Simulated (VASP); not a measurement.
A run of VASP 6.6.1:

File INCAR:

```
PREC = Accurate
ENCUT = 520
EDIFF = 1E-6
ISMEAR = 0
SIGMA = 0.01
LREAL = F
LASPH = T
NELM = 100
ALGO = Normal
ISIF = 2
LWAVE = F
LCHARG = F
GGA = PE
NBANDS = 11
```

The input KPOINTS:

```
Automatic mesh
0
Gamma
  4 4 4
```

File POSCAR:

```
Si
1.0
    0.0000000000      2.6676765177      2.7620476182
    2.6676765177      0.0000000000      2.7620476182
    2.6676765177      2.6676765177      0.0000000000
Si
2
Direct
    0.0000000000      0.0000000000      0.0000000000
    0.2500000000      0.2500000000      0.2500000000
```

Potentials or basis: VASP PAW PBE potentials, release 64 (Si).

Command:

```sh
$ cat potpaw_PBE.64/Si/POTCAR > POTCAR
$ mpirun -np 1 vasp_std > vasp.out
```

Hardware: 1 thread of Intel(R) Xeon(R) Platinum 8375C CPU @ 2.90GHz (Ice Lake) (shared host).

Estimate the wall time of this run.

It took 4.7 s on 1 thread of Intel(R) Xeon(R) Platinum 8375C CPU @ 2.90GHz (Ice Lake) (shared host), peak memory 0.15 GiB. Counts: scf iterations 11, k points 13.
